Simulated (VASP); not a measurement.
Input of a VASP 6.6.1 run:

The input POSCAR:

```
MgO
1.0
    2.6035865643     -0.0197625634     -0.0197625634
   -0.0197625634      2.6035865643     -0.0197625634
   -0.0197625634     -0.0197625634      2.6035865643
Mg O
1 1
Direct
    0.0000000000      0.0000000000      0.0000000000
    0.5000000000      0.5000000000      0.5000000000
```

File INCAR.step1:

```
  PREC = Accurate
  ENCUT = 520
  ISMEAR = 0
  SIGMA = 0.01
  LREAL = False
  LASPH = True
  NELM = 80
  NBANDS = 11
  GGA = PE
  ALGO = Normal
  EDIFF = 1E-4
  LWAVE = True
  LCHARG = False
```

Contents of INCAR.step2:

```
  PREC = Accurate
  ENCUT = 520
  EDIFF = 1E-6
  ISMEAR = 0
  SIGMA = 0.01
  LREAL = False
  LASPH = True
  NELM = 80
  ALGO = Normal
  ISIF = 2
  LWAVE = False
  LCHARG = False
  METAGGA = R2SCAN
  LMIXTAU = True
  NBANDS = 11
  ISTART = 1
```

Contents of KPOINTS:

```
regular mesh
0
Gamma
  10 10 10
```

Potentials or basis: VASP PAW PBE potentials, release 64 (Mg, O).

Command:

```bash
$ cat potpaw_PBE.64/Mg/POTCAR potpaw_PBE.64/O/POTCAR > POTCAR
$ cp INCAR.step1 INCAR
$ mpirun -np 1 vasp_std > vasp.out
$ cp INCAR.step2 INCAR
$ mpirun -np 1 vasp_std > vasp.out
```

Q: Estimate the band gap on the k mesh.

A: 3.68 eV, indirect (least direct gap 4.72 eV).

Q: Predict the pressure.

A: 2.6 GPa.

Stress tensor (GPa, compression positive):
```
 2.62 -0.85 -0.85
-0.85  2.62 -0.85
-0.85 -0.85  2.62
```

Caveat: the cell differs from its parent crystal (strain along [111] -2.3%); the PAW data sets were made with another functional, which shifts forces and pressure a little. A k mesh can miss the band edges.
